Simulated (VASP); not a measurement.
Here is a VASP 6.6.1 calculation.

The input INCAR:

```
PREC     = Accurate       # precision mode
ENCUT    = 520            # plane-wave cutoff, eV
EDIFF    = 1E-6           # SCF threshold, eV
ISMEAR   = -1             # smearing method
SIGMA    = 0.02           # smearing width, eV
LREAL    = F              # projectors in reciprocal space
LASPH    = T              # aspherical terms in the spheres
NELM     = 100            # most SCF steps
ALGO     = Normal         # electronic algorithm
ISIF     = 2              # what is computed and relaxed
LWAVE    = F              # write WAVECAR
LCHARG   = T              # write CHGCAR
GGA      = PE             # functional
LELF     = T              # ELF
LVHAR    = T            
NBANDS   = 31             # bands
```

The input KPOINTS:

```
regular mesh
0
Gamma
  6 6 4
```

Contents of POSCAR:

```
In2BiP
1.0
    4.4589491389      0.0000000000      0.0000000000
    0.0000000000      4.4589491389      0.0000000000
    0.0000000000      0.0000000000      6.3674688206
P In Bi
1 2 1
Direct
    0.0000000000      0.0000000000      0.0000000000
    0.0000000000      0.5000000000      0.7814219074
    0.5000000000      0.0000000000      0.2185780926
    0.5000000000      0.5000000000      0.5000000000
```

Potentials or basis: VASP PAW PBE potentials, release 64 (P, In_d, Bi_d).

Command:

```console
$ cat potpaw_PBE.64/P/POTCAR potpaw_PBE.64/In_d/POTCAR potpaw_PBE.64/Bi_d/POTCAR > POTCAR
$ mpirun -np 1 vasp_std > vasp.out
```

**Question.** What does it give for the largest force?

**Answer.** 0.067 eV/Å.

**Question.** Predict the pressure.

**Answer.** 1.5 GPa.

**Question.** Predict the band gap on the k mesh.

**Answer.** Zero (filled and empty bands touch).

Forces on the atoms (eV/Å):
```
P    0.000  0.000  0.000
In   0.000  0.000  0.067
In   0.000  0.000 -0.067
Bi   0.000  0.000  0.000
```

Caveat: spin-orbit coupling is left out, which moves the levels of the heavy elements.
